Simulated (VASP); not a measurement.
Here is a VASP 6.6.1 calculation.

The input INCAR:

```
SYSTEM = CoH
PREC = Accurate
ENCUT = 520
EDIFF = 1E-6
ISMEAR = -1
SIGMA = 0.1
LREAL = .FALSE.
LASPH = .TRUE.
NELM = 150
ALGO = Normal
ISIF = 2
LWAVE = .FALSE.
LCHARG = .FALSE.
ISPIN = 2
MAGMOM = 3.2 0
LORBIT = 11
LMAXMIX = 4
GGA = PS
NBANDS = 16
```

KPOINTS

```
regular mesh
0
G
  15 15 15
  0 0 0
```

Contents of POSCAR:

```
CoH
1.0
    0.0000000000      1.7652054642      1.7652054642
    1.7652054642      0.0000000000      1.7652054642
    1.7652054642      1.7652054642      0.0000000000
Co H
1 1
Direct
    0.0000000000      0.0000000000      0.0000000000
    0.5000000000      0.5000000000      0.5000000000
```

Potentials or basis: VASP PAW PBE potentials, release 64 (Co, H).

The run is started by

```sh
$ cat potpaw_PBE.64/Co/POTCAR potpaw_PBE.64/H/POTCAR > POTCAR
$ mpirun -np 1 vasp_std > vasp.out
```

(1) Predict the pressure.

(2) What does it give for the net moment?

Results:

(1) 29.6 GPa.

(2) 1.00 μB per cell.

Caveat: the PAW data sets were made with another functional, which shifts forces and pressure a little.
